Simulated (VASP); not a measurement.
# Nb in VASP: a series of runs

The runs below take Nb through single point, with PBEsol.

All numbers are computed with VASP 6.6.1; they aren't measurements. Logs are shortened: lines on timing, memory, paths and dates and some standing lists are left out, and cuts for length are marked.

## 1. The cell of the first run

The cell holds a slab with vacuum, 5 atoms: a = 3.273 Å, b = 3.273 Å, c = 13.138 Å, α = 90.00°, β = 90.00°, γ = 90.00°.

## 2. Single point, PBEsol

The input, INCAR:

```
PREC     = Accurate       # precision mode
ENCUT    = 520            # plane-wave cutoff, eV
EDIFF    = 1E-6           # SCF threshold, eV
ISMEAR   = -1             # smearing method
SIGMA    = 0.05           # smearing width, eV
LREAL    = F              # projectors in reciprocal space
LASPH    = T              # aspherical terms in the spheres
NELM     = 60             # most SCF steps
ALGO     = Normal         # electronic algorithm
ISIF     = 2              # what is computed and relaxed
LWAVE    = F              # write WAVECAR
LCHARG   = F              # write CHGCAR
LDIPOL   = T            
IDIPOL   = 3            
DIPOL    = 0.5 0.5 0.500
GGA      = PS             # functional
NBANDS   = 40             # bands
```

The input, KPOINTS:

```
regular mesh
0
Gamma
  11 11 1
```

The input, POSCAR:

```
Nb
1.0
    3.2726221427      0.0000000000      0.0000000000
    0.0000000000      3.2726221427      0.0000000000
    0.0000000000      0.0000000000     13.1377000000
Nb
5
Direct
    0.0000000000      0.0000000000      0.2664099572
    0.5000000000      0.5000000000      0.3731331009
    0.0000000000      0.0000000000      0.5000000562
    0.5000000000      0.5000000000      0.6268669168
    0.0000000000      0.0000000000      0.7335900428
```

Potentials or basis: VASP PAW PBE potentials, release 64 (Nb_sv).

Run with:

```
$ cat potpaw_PBE.64/Nb_sv/POTCAR > POTCAR
$ mpirun -np 1 vasp_std > vasp.out
```

OUTCAR:

```text
PREC = Accurate
   ENCUT = 520
   EDIFF = 1E-6
   ISMEAR = -1
   LREAL = F
   LASPH = T
   NELM = 60
   ISIF = 2
   GGA = PS

 ion  position               nearest neighbor table
   1  0.000  0.000  0.266-   2 2.71   2 2.71   2 2.71   2 2.71
   2  0.500  0.500  0.373-   1 2.71   1 2.71   1 2.71   1 2.71   3 2.85   3 2.85   3 2.85   3 2.85

   3  0.000  0.000  0.500-   4 2.85   4 2.85   4 2.85   4 2.85   2 2.85   2 2.85   2 2.85   2 2.85

   4  0.500  0.500  0.627-   5 2.71   5 2.71   5 2.71   5 2.71   3 2.85   3 2.85   3 2.85   3 2.85

   5  0.000  0.000  0.734-   4 2.71   4 2.71   4 2.71   4 2.71

  LATTYP: Found a simple tetragonal cell.
 ALAT       =     3.2726221427
 C/A-ratio  =     4.0144261779

  Lattice vectors:

 A1 = (   3.2726221427,   0.0000000000,   0.0000000000)
 A2 = (   0.0000000000,   3.2726221427,   0.0000000000)
 A3 = (   0.0000000000,   0.0000000000,  13.1377000000)

Analysis of symmetry for initial positions (statically):
=====================================================================
 Subroutine PRICEL returns:
 Original cell was already a primitive cell.

 Routine SETGRP: Setting up the symmetry group for a
 simple tetragonal supercell.

 Subroutine GETGRP returns: Found 16 space group operations
 (whereof 16 operations were pure point group operations)
 out of a pool of 16 trial point group operations.

The static configuration has the point symmetry D_4h.

Analysis of symmetry for dynamics (positions and initial velocities):
=====================================================================
 Subroutine PRICEL returns:
 Original cell was already a primitive cell.

 Routine SETGRP: Setting up the symmetry group for a
 simple tetragonal supercell.

 Subroutine GETGRP returns: Found 16 space group operations
 (whereof 16 operations were pure point group operations)
 out of a pool of 16 trial point group operations.

The dynamic configuration has the point symmetry D_4h.

 Subroutine INISYM returns: Found 16 space group operations
 (whereof 16 operations are pure point group operations),
 and found     1 'primitive' translations

----------------------------------------------------------------------------------------

                                     Primitive cell

  volume of cell :     140.7055

  direct lattice vectors                    reciprocal lattice vectors
     3.272622143  0.000000000  0.000000000     0.305565371  0.000000000  0.000000000
     0.000000000  3.272622143  0.000000000     0.000000000  0.305565371  0.000000000
     0.000000000  0.000000000 13.137700000     0.000000000  0.000000000  0.076116824

  length of vectors
     3.272622143  3.272622143 13.137700000     0.305565371  0.305565371  0.076116824

  position of ions in fractional coordinates (direct lattice)
     0.000000000  0.000000000  0.266409957
     0.500000000  0.500000000  0.373133101
     0.000000000  0.000000000  0.500000056
     0.500000000  0.500000000  0.626866917
     0.000000000  0.000000000  0.733590043

  ion indices of the primitive-cell ions
   primitive index   ion index
                 1           1
                 2           2
                 3           3
                 4           4
                 5           5

----------------------------------------------------------------------------------------

 KPOINTS: regular mesh

Automatic generation of k-mesh.
 Grid dimensions read from file:
 generate k-points for:   11   11    1

 Generating k-lattice:

  Cartesian coordinates                     Fractional coordinates (reciprocal lattice)
     0.027778670  0.000000000  0.000000000     0.090909091  0.000000000  0.000000000
     0.000000000  0.027778670  0.000000000     0.000000000  0.090909091  0.000000000
     0.000000000  0.000000000  0.076116824     0.000000000  0.000000000  1.000000000

  Length of vectors
     0.027778670  0.027778670  0.076116824

  Shift w.r.t. Gamma in fractional coordinates (k-lattice)
     0.000000000  0.000000000  0.000000000

 Subroutine IBZKPT returns following result:
 ===========================================

 Found     21 irreducible k-points:

 Following reciprocal coordinates:
            Coordinates               Weight
  0.000000  0.000000  0.000000      1.000000
  0.090909  0.000000  0.000000      4.000000
  0.181818  0.000000  0.000000      4.000000
  0.272727  0.000000  0.000000      4.000000
  0.363636  0.000000  0.000000      4.000000
  0.454545  0.000000  0.000000      4.000000
[... 13 lines left out ...]
  0.454545  0.363636  0.000000      8.000000
  0.454545  0.454545  0.000000      4.000000
   k-points           NKPTS =     21   k-points in BZ     NKDIM =     21   number of bands    NBANDS=     40
   number of dos      NEDOS =    301   number of ions     NIONS =      5
   total plane-waves  NPLWV =  56448
   dimension x,y,z NGX =    24 NGY =   24 NGZ =   98
   dimension x,y,z NGXF=    48 NGYF=   48 NGZF=  196
   ions per type =               5
   NGX,Y,Z   is equivalent  to a cutoff of  12.19, 12.19, 12.40 a.u.
   NGXF,Y,Z  is equivalent  to a cutoff of  24.38, 24.38, 24.80 a.u.
 SYSTEM =  unknown system
   PREC   = accura    normal or accurate (medium, high low for compatibility)
   ISTART =      0    job   : 0-new  1-cont  2-samecut
   ICHARG =      2    charge: 1-file 2-atom 10-const
   ISPIN  =      1    spin polarized calculation?
   LNONCOLLINEAR =      F non collinear calculations
   LSORBIT =      F    spin-orbit coupling
   LASPH  =      T    aspherical Exc in radial PAW
   ENCUT  =  520.0 eV  38.22 Ry    6.18 a.u.   6.08  6.08 24.43*2*pi/ulx,y,z
   NELM   =     60;   NELMIN=  2; NELMDL= -5     # of ELM steps
   EDIFF  = 0.1E-05   stopping-criterion for ELM
   LREAL  =      F    real-space projection
   EDIFFG = 0.1E-04   stopping-criterion for IOM
   NSW    =      0    number of steps for IOM
   IBRION =     -1    ionic relax: 0-MD 1-quasi-New 2-CG
   NFREE  =      0    steps in history (QN), initial steepest desc. (CG)
   ISIF   =      2    stress and relaxation
   ISYM   =      2    0-nonsym 1-usesym 2-fastsym
   POTIM  = 0.5000    time-step for ionic-motion
   TEBEG  =    0.0;   TEEND  =   0.0 temperature during run
   PSTRESS=    0.0 pullay stress
   NELECT =      65.0000    total number of electrons
   NUPDOWN=      -1.0000    fix difference up-down
   EMIN   =  10.00;   EMAX   =-10.00  energy-range for DOS
   EFERMI =   0.00;   METHOD = LEGACY
   ISMEAR =    -1;   SIGMA  =   0.05  broadening in eV -4-tet -1-fermi 0-gaus
   EFERMI_NEDOS =   21; number of points for ismear=-14 and -15
   IALGO  =     38    algorithm
   IMIX   =      4    mixing-type and parameters
     AMIX     =   0.40;   BMIX     =  1.00
     AMIX_MAG =   1.60;   BMIX_MAG =  1.00
  volume/ion in A,a.u.               =      28.14       189.91
  Fermi-wavevector in a.u.,A,eV,Ry     =   1.265539  2.391522 21.790947  1.601589
  Thomas-Fermi vector in A             =   2.398787
   LORBIT       =      0    0 simple, 1 ext, 2 COOP (PROOUT), +10 PAW based schemes
   GGA     = PS    functional components
   LHFCALC =     F    Hartree Fock is set to
   AEXX    =    0.0000 exact exchange contribution
   IVDW    =     0    specifies the selected vdW correction
   LEPSILON=     F    determine dielectric tensor
   LRPA    =     F    only Hartree local field effects (RPA)
 non-spin polarized calculation
  energy-cutoff  :      520.00
  volume of cell :      140.71
 maximum number of plane-waves:      3822
   NGX = 13   NGY = 13   NGZ = 49

 number of electron      64.9999995 magnetization

 dipolmoment           0.000000      0.000000     -0.000010 electrons x Angstroem

 Free energy of the ion-electron system (eV)
  ---------------------------------------------------
  ext. energy  EPLUGINS =         0.00000000
  ---------------------------------------------------
  free energy    TOTEN  =       -51.32034691 eV

  energy without entropy =      -51.28135588  energy(sigma->0) =      -51.30085139

 E-fermi :   5.9890     XC(G=0):  -9.2155

 val. band max:        5.9874637401   @ k =   0.2727   0.0000   0.0000
 cond. band min:       6.0128481844   @ k =   0.3636   0.1818   0.0000
 fundamental gap:      0.0253844442
 Fermi energy:         5.9889966242

 k-point     1 :       0.0000    0.0000    0.0000
  band No.  band energies     occupation
      1     -48.6875      2.00000
      2     -48.6807      2.00000
      3     -48.2625      2.00000
      4     -47.9033      2.00000
      5     -47.8503      2.00000
      6     -24.9137      2.00000
[... 32 lines left out ...]
     39       7.2711      0.00000
     40       8.2414      0.00000

 k-point     2 :       0.0909    0.0000    0.0000
  band No.  band energies     occupation
      1     -48.6816      2.00000
      2     -48.6753      2.00000
      3     -48.2580      2.00000
      4     -47.9053      2.00000
      5     -47.8560      2.00000
      6     -24.9457      2.00000
[... 32 lines left out ...]
     39       7.7510      0.00000
     40       7.7596      0.00000

 k-point     3 :       0.1818    0.0000    0.0000
  band No.  band energies     occupation
      1     -48.6655      2.00000
      2     -48.6608      2.00000
      3     -48.2451      2.00000
      4     -47.9110      2.00000
      5     -47.8721      2.00000
      6     -25.0500      2.00000
[... 32 lines left out ...]
     39       7.7089      0.00000
     40       8.1481      0.00000

 k-point     4 :       0.2727    0.0000    0.0000
  band No.  band energies     occupation
      1     -48.6442      2.00000
      2     -48.6413      2.00000
      3     -48.2259      2.00000
      4     -47.9190      2.00000
      5     -47.8959      2.00000
      6     -25.1569      2.00000
[... 32 lines left out ...]
     39       7.9838      0.00000
     40       8.1880      0.00000
[... 643 lines left out ...]
     39       8.3070      0.00000
     40       9.1295      0.00000

 k-point    20 :       0.4545    0.3636    0.0000
  band No.  band energies     occupation
      1     -48.5927      2.00000
      2     -48.5921      2.00000
      3     -48.1693      2.00000
      4     -47.9216      2.00000
      5     -47.9129      2.00000
      6     -25.2287      2.00000
[... 32 lines left out ...]
     39       8.4211      0.00000
     40       9.1799      0.00000

 k-point    21 :       0.4545    0.4545    0.0000
  band No.  band energies     occupation
      1     -48.5891      2.00000
      2     -48.5885      2.00000
      3     -48.1656      2.00000
      4     -47.9183      2.00000
      5     -47.9094      2.00000
      6     -25.2706      2.00000
[... 32 lines left out ...]
     39       8.8785      0.00000
     40       9.3442      0.00000

------------------------ aborting loop because EDIFF is reached ----------------------------------------

 vacuum level on the upper side and lower side of the slab       (xc-potential included)        -0.950        -0.950

  FORCE on cell =-STRESS in cart. coord.  units (eV):
  Direction    XX          YY          ZZ          XY          YZ          ZX
  --------------------------------------------------------------------------------------
  -------------------------------------------------------------------------------------
  Total       -0.5302814     -0.5302814     -0.0499125      0.0000000      0.0000000     -0.0000000
  in kB       -6.0381785     -6.0381785     -0.5683407      0.0000000      0.0000000     -0.0000000
  external PRESSURE =      -4.2148992 kB  Pullay stress =       0.0000000 kB

 VOLUME and BASIS-vectors are now :
 -----------------------------------------------------------------------------
  energy-cutoff  :      520.00
  volume of cell :      140.71
      direct lattice vectors                 reciprocal lattice vectors
     3.272622143  0.000000000  0.000000000     0.305565371  0.000000000  0.000000000
     0.000000000  3.272622143  0.000000000     0.000000000  0.305565371  0.000000000
     0.000000000  0.000000000 13.137700000     0.000000000  0.000000000  0.076116824

 POSITION                                       TOTAL-FORCE (eV/Angst)
 -----------------------------------------------------------------------------------
      0.00000      0.00000      3.50001         0.000000     -0.000000     -0.006587
      1.63631      1.63631      4.90211         0.000000      0.000000      0.011518
      0.00000      0.00000      6.56885         0.000000      0.000000      0.000000
      1.63631      1.63631      8.23559         0.000000      0.000000     -0.011518
      0.00000      0.00000      9.63769        -0.000000      0.000000      0.006587
 -----------------------------------------------------------------------------------
    total drift:                                0.000000     -0.000000     -0.003103

  FREE ENERGIE OF THE ION-ELECTRON SYSTEM (eV)
  ---------------------------------------------------
  free  energy   TOTEN  =       -51.3203469107 eV

  energy  without entropy=      -51.2813558769  energy(sigma->0) =      -51.30085139

 vacuum level on the upper side and lower side of the slab         8.775         8.775
```

Run time: 60 s. Hardware: 1 thread of Intel Xeon 6975P-C (Granite Rapids), shared host; peak memory 0.26 GiB.

What came out:

| Quantity | Value |
| --- | --- |
| Free energy | -51.3203 eV |
| Largest force | 0.012 eV/Å |

Forces in eV/Å, atoms in the order of the input:
```
Nb   0.000  0.000 -0.007
Nb   0.000  0.000  0.012
Nb   0.000  0.000  0.000
Nb   0.000  0.000 -0.012
Nb   0.000  0.000  0.007
```

Caveat: the PAW data sets were made with another functional, which shifts forces and pressure a little.

## 3. Single point, PBEsol

This run uses another cell than the first one, of 48.29 Å³/atom, 1.716 times its volume.

The input, INCAR:

```
PREC = Accurate
ENCUT = 520
EDIFF = 1E-7
ISMEAR = -1
SIGMA = 0.05
LREAL = F
LASPH = T
NELM = 80
ALGO = Normal
ISIF = 2
LWAVE = F
LCHARG = F
LDIPOL = T
IDIPOL = 3
DIPOL = 0.5 0.5 0.500
GGA = PS
NBANDS = 40
```

KPOINTS is that of step 2.

The input, POSCAR:

```
Nb
1.0
    3.2726221427      0.0000000000      0.0000000000
    0.0000000000      3.2726221427      0.0000000000
    0.0000000000      0.0000000000     22.5452000000
Nb
5
Direct
    0.0000000000      0.0000000000      0.3548417340
    0.5000000000      0.5000000000      0.4274208668
    0.0000000000      0.0000000000      0.5000000000
    0.5000000000      0.5000000000      0.5725791332
    0.0000000000      0.0000000000      0.6451582660
```

Potentials or basis: VASP PAW PBE potentials, release 64 (Nb_sv).

Run with:

```
$ cat potpaw_PBE.64/Nb_sv/POTCAR > POTCAR
$ mpirun -np 1 vasp_std > vasp.out
```

Wall time 2.9 min (1 thread of Intel Xeon 6975P-C (Granite Rapids), shared host); peak memory 0.38 GiB.

It converged, with:

- Free energy: -50.9777 eV
- Largest force: 1.315 eV/Å

Forces on the atoms (eV/Å):
```
Nb   0.000  0.000  1.315
Nb   0.000  0.000 -1.255
Nb   0.000  0.000  0.000
Nb   0.000  0.000  1.255
Nb   0.000  0.000 -1.315
```

Levels at points of the mesh, in eV from the Fermi level:
```csv
k point,band 31,band 32,band 33,band 34,band 35,band 36
"(0.00, 0.00, 0.00)",0.18,0.18,0.28,0.28,0.46,0.49
```

Caveat: the PAW data sets were made with another functional, which shifts forces and pressure a little.

(Part 1 of 2 ends here.)
